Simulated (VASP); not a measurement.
# CdS (CsCl type) (Pm-3m) in VASP: notebook

The runs below take CdS (CsCl type) through single point, with PBE.

All numbers are computed with VASP 6.6.1; they aren't measurements. Logs are shortened: lines on timing, memory, paths and dates and some standing lists are left out, and cuts for length are marked.

## Step 1: The cell of the first run

Symmetry: Pm-3m, No. 221, cubic system. The conventional cell has a = 3.218 Å, b = 3.218 Å, c = 3.218 Å, α = 90.00°, β = 90.00°, γ = 90.00°. Within 3.7 Å of Cd (site symmetry m-3m) lie 8 S at 2.79 Å and 6 Cd at 3.22 Å. Within 3.7 Å of S (site symmetry m-3m) lie 8 Cd at 2.79 Å and 6 S at 3.22 Å.

## Step 2: Single point, PBE (volume scaled by 0.84)

INCAR reads:

```
SYSTEM = CdS
PREC     = Accurate       ! precision mode
ENCUT    = 520            ! plane-wave cutoff, eV
EDIFF    = 1E-6           ! SCF threshold, eV
ISMEAR   = -1             ! smearing method
SIGMA    = 0.05           ! smearing width, eV
LREAL    = .False.        ! projectors in reciprocal space
LASPH    = .True.         ! aspherical terms in the spheres
NELM     = 60             ! most SCF steps
ALGO     = Normal         ! electronic algorithm
ISIF     = 2              ! what is computed and relaxed
LWAVE    = .False.        ! write WAVECAR
LCHARG   = .False.        ! write CHGCAR
GGA      = PE             ! functional
NBANDS   = 16             ! bands
```

KPOINTS reads:

```
Automatic mesh
0
Gamma
  14 14 14
  0 0 0
```

POSCAR reads:

```
CdS
1.0
    3.2176537296      0.0000000000      0.0000000000
    0.0000000000      3.2176537296      0.0000000000
    0.0000000000      0.0000000000      3.2176537296
Cd S
1 1
Direct
    0.0000000000      0.0000000000      0.0000000000
    0.5000000000      0.5000000000      0.5000000000
```

Potentials or basis: VASP PAW PBE potentials, release 64 (Cd, S).

The run is started by

```
$ cat potpaw_PBE.64/Cd/POTCAR potpaw_PBE.64/S/POTCAR > POTCAR
$ mpirun -np 1 vasp_std > vasp.out
```

OUTCAR:

```text
SYSTEM = CdS
   PREC = Accurate
   ENCUT = 520
   EDIFF = 1E-6
   ISMEAR = -1
   LREAL = .False.
   LASPH = .True.
   NELM = 60
   ISIF = 2
   GGA = PE

 ion  position               nearest neighbor table
   1  0.000  0.000  0.000-   2 2.79   2 2.79   2 2.79   2 2.79   2 2.79   2 2.79   2 2.79   2 2.79

   2  0.500  0.500  0.500-   1 2.79   1 2.79   1 2.79   1 2.79   1 2.79   1 2.79   1 2.79   1 2.79

  LATTYP: Found a simple cubic cell.
 ALAT       =     3.2176537296

  Lattice vectors:

 A1 = (   3.2176537296,   0.0000000000,   0.0000000000)
 A2 = (   0.0000000000,   3.2176537296,   0.0000000000)
 A3 = (   0.0000000000,   0.0000000000,   3.2176537296)

Analysis of symmetry for initial positions (statically):
=====================================================================
 Subroutine PRICEL returns:
 Original cell was already a primitive cell.

 Routine SETGRP: Setting up the symmetry group for a
 simple cubic supercell.

 Subroutine GETGRP returns: Found 48 space group operations
 (whereof 48 operations were pure point group operations)
 out of a pool of 48 trial point group operations.

The static configuration has the point symmetry O_h .

Analysis of symmetry for dynamics (positions and initial velocities):
=====================================================================
 Subroutine PRICEL returns:
 Original cell was already a primitive cell.

 Routine SETGRP: Setting up the symmetry group for a
 simple cubic supercell.

 Subroutine GETGRP returns: Found 48 space group operations
 (whereof 48 operations were pure point group operations)
 out of a pool of 48 trial point group operations.

The dynamic configuration has the point symmetry O_h .

 Subroutine INISYM returns: Found 48 space group operations
 (whereof 48 operations are pure point group operations),
 and found     1 'primitive' translations

----------------------------------------------------------------------------------------

                                     Primitive cell

  volume of cell :      33.3133

  direct lattice vectors                    reciprocal lattice vectors
     3.217653730  0.000000000  0.000000000     0.310785462  0.000000000  0.000000000
     0.000000000  3.217653730  0.000000000     0.000000000  0.310785462  0.000000000
     0.000000000  0.000000000  3.217653730     0.000000000  0.000000000  0.310785462

  length of vectors
     3.217653730  3.217653730  3.217653730     0.310785462  0.310785462  0.310785462

  position of ions in fractional coordinates (direct lattice)
     0.000000000  0.000000000  0.000000000
     0.500000000  0.500000000  0.500000000

  ion indices of the primitive-cell ions
   primitive index   ion index
                 1           1
                 2           2

----------------------------------------------------------------------------------------

 KPOINTS: Automatic mesh

Automatic generation of k-mesh.
 Grid dimensions read from file:
 generate k-points for:   14   14   14

 Generating k-lattice:

  Cartesian coordinates                     Fractional coordinates (reciprocal lattice)
     0.022198962  0.000000000  0.000000000     0.071428571  0.000000000  0.000000000
     0.000000000  0.022198962  0.000000000     0.000000000  0.071428571  0.000000000
     0.000000000  0.000000000  0.022198962     0.000000000  0.000000000  0.071428571

  Length of vectors
     0.022198962  0.022198962  0.022198962

  Shift w.r.t. Gamma in fractional coordinates (k-lattice)
     0.000000000  0.000000000  0.000000000

 Subroutine IBZKPT returns following result:
 ===========================================

 Found    120 irreducible k-points:

 Following reciprocal coordinates:
            Coordinates               Weight
  0.000000  0.000000  0.000000      1.000000
  0.071429  0.000000  0.000000      6.000000
  0.142857  0.000000  0.000000      6.000000
  0.214286  0.000000  0.000000      6.000000
  0.285714  0.000000  0.000000      6.000000
  0.357143  0.000000  0.000000      6.000000
[... 16 lines left out ...]
  0.285714  0.214286  0.000000     24.000000
  0.357143  0.214286  0.000000     24.000000
 [... further k-points ...]
   k-points           NKPTS =    120   k-points in BZ     NKDIM =    120   number of bands    NBANDS=     16
   number of dos      NEDOS =    301   number of ions     NIONS =      2
   total plane-waves  NPLWV =  13824
   dimension x,y,z NGX =    24 NGY =   24 NGZ =   24
   dimension x,y,z NGXF=    48 NGYF=   48 NGZF=   48
   ions per type =               1   1
   NGX,Y,Z   is equivalent  to a cutoff of  12.40, 12.40, 12.40 a.u.
   NGXF,Y,Z  is equivalent  to a cutoff of  24.80, 24.80, 24.80 a.u.
 SYSTEM =  CdS
   PREC   = accura    normal or accurate (medium, high low for compatibility)
   ISTART =      0    job   : 0-new  1-cont  2-samecut
   ICHARG =      2    charge: 1-file 2-atom 10-const
   ISPIN  =      1    spin polarized calculation?
   LNONCOLLINEAR =      F non collinear calculations
   LSORBIT =      F    spin-orbit coupling
   LASPH  =      T    aspherical Exc in radial PAW
   ENCUT  =  520.0 eV  38.22 Ry    6.18 a.u.   5.98  5.98  5.98*2*pi/ulx,y,z
   NELM   =     60;   NELMIN=  2; NELMDL= -5     # of ELM steps
   EDIFF  = 0.1E-05   stopping-criterion for ELM
   LREAL  =      F    real-space projection
[... 7 lines left out ...]
   TEBEG  =    0.0;   TEEND  =   0.0 temperature during run
   PSTRESS=    0.0 pullay stress
   NELECT =      18.0000    total number of electrons
   NUPDOWN=      -1.0000    fix difference up-down
   EMIN   =  10.00;   EMAX   =-10.00  energy-range for DOS
   EFERMI =   0.00;   METHOD = LEGACY
   ISMEAR =    -1;   SIGMA  =   0.05  broadening in eV -4-tet -1-fermi 0-gaus
   EFERMI_NEDOS =   21; number of points for ismear=-14 and -15
   IALGO  =     38    algorithm
   IMIX   =      4    mixing-type and parameters
     AMIX     =   0.40;   BMIX     =  1.00
     AMIX_MAG =   1.60;   BMIX_MAG =  1.00
  volume/ion in A,a.u.               =      16.66       112.40
  Fermi-wavevector in a.u.,A,eV,Ry     =   1.333398  2.519756 24.190470  1.777949
  Thomas-Fermi vector in A             =   2.462259
   LORBIT       =      0    0 simple, 1 ext, 2 COOP (PROOUT), +10 PAW based schemes
   GGA     = PE    functional components
   LHFCALC =     F    Hartree Fock is set to
   AEXX    =    0.0000 exact exchange contribution
   IVDW    =     0    specifies the selected vdW correction
   LEPSILON=     F    determine dielectric tensor
   LRPA    =     F    only Hartree local field effects (RPA)
 non-spin polarized calculation
  energy-cutoff  :      520.00
  volume of cell :       33.31
 maximum number of plane-waves:       916
 NGX is ok and might be reduce to    24
   NGX = 11   NGY = 11   NGZ = 11

 number of electron      17.9999992 magnetization

 Free energy of the ion-electron system (eV)
  ---------------------------------------------------
  ext. energy  EPLUGINS =         0.00000000
  ---------------------------------------------------
  free energy    TOTEN  =        -4.54516682 eV

  energy without entropy =       -4.53577769  energy(sigma->0) =       -4.54047226

 E-fermi :   5.6539     XC(G=0): -11.6064

 val. band max:        5.6245722738   @ k =   0.5000   0.3571   0.0000
 cond. band min:       5.6620795310   @ k =   0.3571   0.3571   0.0000
 fundamental gap:      0.0375072572
 Fermi energy:         5.6538752859

 k-point     1 :       0.0000    0.0000    0.0000
  band No.  band energies     occupation
      1      -9.0119      2.00000
      2      -3.5904      2.00000
      3      -3.5904      2.00000
      4      -2.7186      2.00000
      5      -2.7186      2.00000
      6      -2.7186      2.00000
[... 8 lines left out ...]
     15      19.0346      0.00000
     16      20.7702      0.00000

 k-point     2 :       0.0714    0.0000    0.0000
  band No.  band energies     occupation
      1      -8.9580      2.00000
      2      -3.5848      2.00000
      3      -3.5695      2.00000
      4      -2.7423      2.00000
      5      -2.7423      2.00000
      6      -2.7165      2.00000
[... 8 lines left out ...]
     15      18.7221      0.00000
     16      20.7585      0.00000

 k-point     3 :       0.1429    0.0000    0.0000
  band No.  band energies     occupation
      1      -8.8001      2.00000
      2      -3.5690      2.00000
      3      -3.5156      2.00000
      4      -2.8072      2.00000
      5      -2.8072      2.00000
      6      -2.7105      2.00000
[... 8 lines left out ...]
     15      18.0646      0.00000
     16      20.7256      0.00000

 k-point     4 :       0.2143    0.0000    0.0000
  band No.  band energies     occupation
      1      -8.5506      2.00000
      2      -3.5461      2.00000
      3      -3.4558      2.00000
      4      -2.8976      2.00000
      5      -2.8976      2.00000
      6      -2.7019      2.00000
[... 8 lines left out ...]
     15      17.7450      0.00000
     16      20.6776      0.00000

 k-point     5 :       0.2857    0.0000    0.0000
  band No.  band energies     occupation
      1      -8.2348      2.00000
      2      -3.5204      2.00000
      3      -3.4342      2.00000
      4      -2.9936      2.00000
      5      -2.9936      2.00000
      6      -2.6923      2.00000
[... 8 lines left out ...]
     15      18.4763      0.00000
     16      20.2102      0.00000

 k-point     6 :       0.3571    0.0000    0.0000
  band No.  band energies     occupation
      1      -7.8995      2.00000
      2      -3.4972      2.00000
      3      -3.4937      2.00000
      4      -3.0767      2.00000
      5      -3.0767      2.00000
      6      -2.6836      2.00000
[... 8 lines left out ...]
     15      19.4819      0.00000
     16      20.0723      0.00000

 k-point     7 :       0.4286    0.0000    0.0000
  band No.  band energies     occupation
      1      -7.6246      2.00000
      2      -3.6150      2.00000
      3      -3.4810      2.00000
      4      -3.1324      2.00000
      5      -3.1324      2.00000
      6      -2.6776      2.00000
[... 8 lines left out ...]
     15      19.0288      0.00000
     16      20.5413      0.00000

 k-point     8 :       0.5000    0.0000    0.0000
  band No.  band energies     occupation
      1      -7.5143      2.00000
      2      -3.6818      2.00000
      3      -3.4752      2.00000
      4      -3.1519      2.00000
      5      -3.1519      2.00000
      6      -2.6755      2.00000
[... 8 lines left out ...]
     15      18.8746      0.00000
     16      20.5292      0.00000

 k-point     9 :       0.0714    0.0714    0.0000
  band No.  band energies     occupation
      1      -8.9048      2.00000
      2      -3.5719      2.00000
      3      -3.5551      2.00000
      4      -2.7657      2.00000
      5      -2.7479      2.00000
      6      -2.7315      2.00000
[... 8 lines left out ...]
     15      18.9136      0.00000
     16      20.3223      0.00000
[... 172 lines left out ...]
 k-point    19 :       0.3571    0.1429    0.0000
  band No.  band energies     occupation
      1      -7.7737      2.00000
      2      -3.4894      2.00000
      3      -3.3392      2.00000
      4      -3.0504      2.00000
      5      -3.0270      2.00000
      6      -2.7466      2.00000
[... 8 lines left out ...]
     15      19.4075      0.00000
     16      19.9541      0.00000

 k-point    20 :       0.4286    0.1429    0.0000
  band No.  band energies     occupation
      1      -7.5317      2.00000
      2      -3.5153      2.00000
      3      -3.3556      2.00000
      4      -3.1022      2.00000
      5      -3.0477      2.00000
      6      -2.7381      2.00000
[... 8 lines left out ...]
     15      19.5224      0.00000
     16      20.2831      0.00000

 k-point    21 :       0.5000    0.1429    0.0000
  band No.  band energies     occupation
      1      -7.4367      2.00000
      2      -3.5346      2.00000
      3      -3.3597      2.00000
      4      -3.1205      2.00000
      5      -3.0614      2.00000
      6      -2.7351      2.00000
[... 8 lines left out ...]
     15      19.5674      0.00000
     16      20.1629      0.00000

 k-point    22 :       0.2143    0.2143    0.0000
  band No.  band energies     occupation
      1      -8.1566      2.00000
      2      -3.4893      2.00000
      3      -3.2756      2.00000
      4      -3.0035      2.00000
      5      -2.8965      2.00000
      6      -2.8203      2.00000
[... 8 lines left out ...]
     15      18.4127      0.00000
     16      18.6801      0.00000

 k-point    23 :       0.2857    0.2143    0.0000
  band No.  band energies     occupation
      1      -7.8975      2.00000
      2      -3.4802      2.00000
      3      -3.1937      2.00000
      4      -3.0091      2.00000
      5      -2.9555      2.00000
      6      -2.8245      2.00000
[... 8 lines left out ...]
     15      18.5099      0.00000
     16      18.7706      0.00000

 k-point    24 :       0.3571    0.2143    0.0000
  band No.  band energies     occupation
      1      -7.6348      2.00000
      2      -3.4723      2.00000
      3      -3.1687      2.00000
      4      -3.0226      2.00000
      5      -2.9635      2.00000
      6      -2.8119      2.00000
[... 8 lines left out ...]
     15      18.5990      0.00000
     16      19.8698      0.00000

 [... further k-points ...]

------------------------ aborting loop because EDIFF is reached ----------------------------------------

  FORCE on cell =-STRESS in cart. coord.  units (eV):
  Direction    XX          YY          ZZ          XY          YZ          ZX
  --------------------------------------------------------------------------------------
  -------------------------------------------------------------------------------------
  Total        3.9440148      3.9440148      3.9440148      0.0000000     -0.0000000      0.0000000
  in kB      189.6842193    189.6842193    189.6842193      0.0000000     -0.0000000      0.0000000
  external PRESSURE =     189.6842193 kB  Pullay stress =       0.0000000 kB

 VOLUME and BASIS-vectors are now :
 -----------------------------------------------------------------------------
  energy-cutoff  :      520.00
  volume of cell :       33.31
      direct lattice vectors                 reciprocal lattice vectors
     3.217653730  0.000000000  0.000000000     0.310785462  0.000000000  0.000000000
     0.000000000  3.217653730  0.000000000     0.000000000  0.310785462  0.000000000
     0.000000000  0.000000000  3.217653730     0.000000000  0.000000000  0.310785462

 POSITION                                       TOTAL-FORCE (eV/Angst)
 -----------------------------------------------------------------------------------
      0.00000      0.00000      0.00000         0.000000      0.000000      0.000000
      1.60883      1.60883      1.60883         0.000000      0.000000      0.000000
 -----------------------------------------------------------------------------------
    total drift:                                0.000000      0.000000     -0.000000

  FREE ENERGIE OF THE ION-ELECTRON SYSTEM (eV)
  ---------------------------------------------------
  free  energy   TOTEN  =        -4.5451668193 eV

  energy  without entropy=       -4.5357776921  energy(sigma->0) =       -4.54047226
```

Run time: 13 s. Hardware: 1 thread of Intel Xeon 6975P-C (Granite Rapids), shared host; peak memory 0.18 GiB.

What came out:

```
Free energy            : -4.5452 eV
Pressure               : 19.0 GPa
Band gap on the k mesh : zero (band 9 reaches 5.79 eV, above the bottom of band 10 at 5.04 eV)
```

## Step 3: Single point, PBE (volume scaled by 0.84)

INCAR reads:

```
ALGO     = Normal         # electronic algorithm
EDIFF    = 1E-6           # SCF threshold, eV
ENCUT    = 520            # plane-wave cutoff, eV
GGA      = PE             # functional
ISIF     = 2              # what is computed and relaxed
ISMEAR   = -1             # smearing method
LASPH    = T              # aspherical terms in the spheres
LCHARG   = F              # write CHGCAR
LREAL    = F              # projectors in reciprocal space
LWAVE    = F              # write WAVECAR
NBANDS   = 16             # bands
NELM     = 100            # most SCF steps
PREC     = Accurate       # precision mode
SIGMA    = 0.05           # smearing width, eV
```

KPOINTS reads:

```
k-points
0
Gamma
  14 14 14
```

POSCAR is that of step 2.

Potentials or basis: VASP PAW PBE potentials, release 64 (Cd, S).

The run is started by

```
$ cat potpaw_PBE.64/Cd/POTCAR potpaw_PBE.64/S/POTCAR > POTCAR
$ mpirun -np 1 vasp_std > vasp.out
```

Run time: 12 s. Hardware: 1 thread of Intel Xeon 6975P-C (Granite Rapids), shared host; peak memory 0.18 GiB.

Results (log left out):

| Item | Value |
| --- | --- |
| Free energy | -4.5452 eV |
| Pressure | 19.0 GPa |
| Band gap on the k mesh | zero (band 9 reaches 5.79 eV, above the bottom of band 10 at 5.04 eV) |

Levels at points of the mesh, in eV from the Fermi level:
| k point | band 5 | band 6 | band 7 | band 8 | band 9 | band 10 | band 11 | band 12 | band 13 | band 14 |
| --- | --- | --- | --- | --- | --- | --- | --- | --- | --- | --- |
| (0.00, 0.00, 0.00) | -8.37 | -8.37 | -1.54 | -1.54 | -1.54 | -0.23 | 6.48 | 6.48 | 13.38 | 13.38 |
| (0.50, 0.00, 0.00) | -8.81 | -8.33 | -6.55 | 0.13 | 0.13 | 3.82 | 5.59 | 6.84 | 7.42 | 7.42 |
| (0.50, 0.50, 0.00) | -8.08 | -7.70 | -5.47 | -5.47 | -1.11 | 0.05 | 8.56 | 8.56 | 9.03 | 11.60 |
| (0.50, 0.50, 0.50) | -8.06 | -8.06 | -2.20 | -2.20 | -2.20 | 1.29 | 1.29 | 1.29 | 3.73 | 18.82 |

## Step 4: Single point, PBE (volume scaled by 0.92)

INCAR reads:

```
  ALGO = Normal
  EDIFF = 1E-6
  ENCUT = 520
  GGA = PE
  ISIF = 2
  ISMEAR = -1
  LASPH = T
  LCHARG = T
  LELF = T
  LREAL = F
  LVHAR = T
  LWAVE = F
  NBANDS = 16
  NELM = 100
  PREC = Accurate
  SIGMA = 0.05
```

KPOINTS is that of step 3.

POSCAR reads:

```
CdS
1.0
    3.3167200724      0.0000000000      0.0000000000
    0.0000000000      3.3167200724      0.0000000000
    0.0000000000      0.0000000000      3.3167200724
Cd S
1 1
Direct
    0.0000000000      0.0000000000      0.0000000000
    0.5000000000      0.5000000000      0.5000000000
```

The run is started by

```
$ cat potpaw_PBE.64/Cd/POTCAR potpaw_PBE.64/S/POTCAR > POTCAR
$ mpirun -np 1 vasp_std > vasp.out
```

It took 27 s on 1 thread of Intel Xeon 6975P-C (Granite Rapids), shared host; peak memory 0.2 GiB.

Results (log left out):

- Free energy: -4.7994 eV
- Pressure: 7.5 GPa
- Band gap on the k mesh: zero (band 9 reaches 4.71 eV, above the bottom of band 10 at 3.97 eV)

Levels at points of the mesh, in eV from the Fermi level:
```csv
k point,band 6,band 7,band 8,band 9,band 10,band 11,band 12,band 13
"(0.00, 0.00, 0.00)",-8.23,-1.32,-1.32,-1.32,-0.66,6.59,6.59,12.43
"(0.50, 0.00, 0.00)",-8.19,-6.18,0.07,0.07,3.55,4.95,7.15,7.37
"(0.50, 0.50, 0.00)",-7.75,-4.85,-4.85,-1.00,0.06,8.07,8.07,8.88
"(0.50, 0.50, 0.50)",-7.98,-2.10,-2.10,-2.10,1.60,1.60,1.60,3.23
```
